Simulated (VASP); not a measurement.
Mg, 1 atom in the cell. Symmetry: I4/mmm, No. 139, tetragonal system. Conventional cell: a = 3.672 Å, b = 3.672 Å, c = 3.359 Å, α = 90.00°, β = 90.00°, γ = 90.00°. Within 4.1 Å of Mg (site symmetry 4/mmm) lie 14 Mg at 3.09 to 3.67 Å. 

```yaml
Program: VASP 6.6.1
Task: single point
Functional: PBEsol
Potentials_or_basis: VASP PAW PBE potentials, release 64 (Mg)
Cutoff: 520 eV
k_mesh: 8 × 8 × 8
Occupations: gaussian, width 0.1 eV
Spin: no spin polarisation
Dipole_correction: no
Further_INCAR_settings: ALGO = Fast; EDIFF = 1e-06; NBANDS = 7
```

Potentials or basis: VASP PAW PBE potentials, release 64 (Mg).

Launch:

```bash
$ cat potpaw_PBE.64/Mg/POTCAR > POTCAR
$ mpirun -np 1 vasp_std > vasp.out
```

Hardware: 1 thread of Intel(R) Xeon(R) Platinum 8488C (Sapphire Rapids), on a shared host.

Q: How long does it take, and how much memory?

A: Run time: 3.7 s on 1 thread of Intel(R) Xeon(R) Platinum 8488C (Sapphire Rapids), with other jobs on the host, peak memory 0.13 GiB. Counts: scf iterations 9, k points 59.
